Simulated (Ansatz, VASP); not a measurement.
# Ti in VASP and in Ansatz

```
Ti
1.0
     2.95000    0.04425    0.04425
    -1.43668    2.53265    0.01620
     0.07029    0.07029    4.68600
Ti
2
Direct
  0.33333 0.66667 0.25000
  0.66667 0.33333 0.75000
```

Change from the starting cell: equal xy, yz and zx shear strains of +3 %, crystal datasets.

Alike in both runs: task electric field gradients; functional PBE; k mesh 13 × 13 × 7; occupations fermi-dirac, width 0.08 eV; no spin polarisation.

|  | VASP | Ansatz |
| --- | --- | --- |
| version | VASP 6.6.1 | Ansatz 0.2.0 |
| potentials or method | VASP PAW PBE potentials, release 64 (Ti_sv), cutoff 520 eV | all-electron PAW with datasets made for the crystal, scalar-relativistic |

Ansatz gave:

| Quantity | Value |
| --- | --- |
| pressure (GPa) | -1.5 |
| traceless stress, the component that is largest in VASP (GPa) | -1.75 |
| rms of the force components (eV/Å) | 0.044 |
| size of Vzz on the site where it differs most (V/Å²) | 18.2 |

Problem. What did VASP give for the same quantities?

Solution. Pressure (GPa): -1.7; traceless stress, the component that is largest in VASP (GPa): -1.73; rms of the force components (eV/Å): 0.044; size of Vzz on the site where it differs most (V/Å²): 16.8.

Atom by atom the forces differ by 0.001 eV/Å (rms over components). Ansatz ran all-electron here, and VASP with PAW potentials.
